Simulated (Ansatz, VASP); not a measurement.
CdSe in VASP and in Ansatz

INCAR

```
SYSTEM = CdSe
PREC = Accurate
ENCUT = 520
EDIFF = 1E-6
ISMEAR = -1
SIGMA = 0.05
LREAL = .FALSE.
LASPH = .TRUE.
NELM = 80
ALGO = Normal
ISIF = 2
LWAVE = .FALSE.
LCHARG = .TRUE.
GGA = PS
LELF = .TRUE.
LVHAR = .TRUE.
NBANDS = 26
```

Contents of KPOINTS:

```
Automatic mesh
0
G
  7 7 4
  0 0 0
```

File POSCAR:

```
CdSe
1.0
    4.3284776511      0.0000000000      0.0000000000
   -2.1642388256      3.7485716056      0.0000000000
    0.0000000000      0.0000000000      7.0664914211
Cd Se
2 2
Direct
    0.6666666667      0.3333333333      0.5000000000
    0.3333333333      0.6666666667      0.0000000000
    0.6666666667      0.3333333333      0.8850000000
    0.3333333333      0.6666666667      0.3850000000
```

File input.yaml:

```yaml
crystal:
  lattice:
    - [4.3284776511, 0.0, 0.0]
    - [-2.1642388256, 3.7485716056, 0.0]
    - [0.0, 0.0, 7.0664914211]
  atoms:
    - { symbol: Cd, position: [0.6666666667, 0.3333333333, 0.5] }
    - { symbol: Cd, position: [0.3333333333, 0.6666666667, 0.0] }
    - { symbol: Se, position: [0.6666666667, 0.3333333333, 0.885] }
    - { symbol: Se, position: [0.3333333333, 0.6666666667, 0.385] }
kpoints:
  mp_grid: { grid: [7, 7, 4] }
scf:
  occupations: { method: fermi_dirac, width: 0.05 }
hamiltonian:
  xc: pbesol
  pseudopotentials: { kind: all_electron, lapw: { basis_error: 0.002 } }
output:
  forces: true
  stress: true
  eigenvalues: true
```

Change from the starting cell: volume scaled by 1.02.

Alike in both runs: task single point; functional PBEsol; k mesh 7 × 7 × 4; occupations fermi-dirac, width 0.05 eV; no spin polarisation.

|  | VASP | Ansatz |
| --- | --- | --- |
| version | VASP 6.6.1 | Ansatz 0.2.0 |
| potentials or method | VASP PAW PBE potentials, release 64 (Cd, Se), cutoff 520 eV | all-electron LAPW, scalar-relativistic |

|  | VASP | Ansatz | Ansatz less VASP |
| --- | --- | --- | --- |
| gap on the k mesh at the Fermi level (eV) | 0.54 | 0.54 | 0.000 |
| least direct gap on the mesh (eV) | 0.54 | 0.54 | 0.000 |
| pressure (GPa) | -0.5 | -0.8 | -0.29 |
| traceless stress, the component that is largest in VASP (GPa) | -1.11 | -1.06 | +0.048 |
| rms of the force components (eV/Å) | 0.147 | 0.142 | -0.0050 |

VASP's potentials were made for PBE, not for PBEsol. Atom by atom the forces differ by 0.005 eV/Å (rms over components). Ansatz ran all-electron here, and VASP with PAW potentials.
